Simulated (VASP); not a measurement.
Crystal: AlFe.

```xyz
2
Lattice="2.8743 0.0000 0.0000 0.0000 2.8743 0.0000 0.0000 0.0000 2.8743" Properties=species:S:1:pos:R:3 pbc="T T T"
Al    0.0000    0.0000    0.0000
Fe    1.4372    1.4372    1.4372
```

| Item | Value |
| --- | --- |
| Program | VASP 6.6.1 |
| Task | relaxation of cell and atoms |
| Functional | PBE |
| Dispersion | D3(BJ) |
| Potentials or basis | VASP PAW PBE potentials, release 64 (Al, Fe) |
| Cutoff | 600 eV |
| k mesh | 14 × 14 × 14 |
| Occupations | gaussian, width 0.1 eV |
| Spin | collinear spin, ferromagnetic start |
| Starting moments | [0.0, 0.77] μB |

At the start: pressure -5.7 GPa; volume 11.87 Å³/atom.

How do energy, volume and symmetry change on relaxing?

Over 3 steps the energy falls by 7.0 meV/atom and the volume is 11.50 Å³/atom (-3.2 %); space group Pm-3m (No. 221, to 0.05 Å); moment 0.65 μB per cell.

Step by step:
```
step  energy change (eV)  largest force (eV/Å)  pressure (GPa)  volume (Å³)
   1              0.0000                0.0000           -5.67        23.75
   2             -0.0021                0.0000            5.88        22.33
   3             -0.0139                0.0000            0.04        22.99
```

Final structure:
```
Al Fe
1.0
     2.84355    0.00000    0.00000
     0.00000    2.84355    0.00000
     0.00000    0.00000    2.84355
Al Fe
1 1
Direct
  0.00000 0.00000 0.00000
  0.50000 0.50000 0.50000
```

Caveat: pairwise dispersion overbinds metals, which lowers pressure and volume.
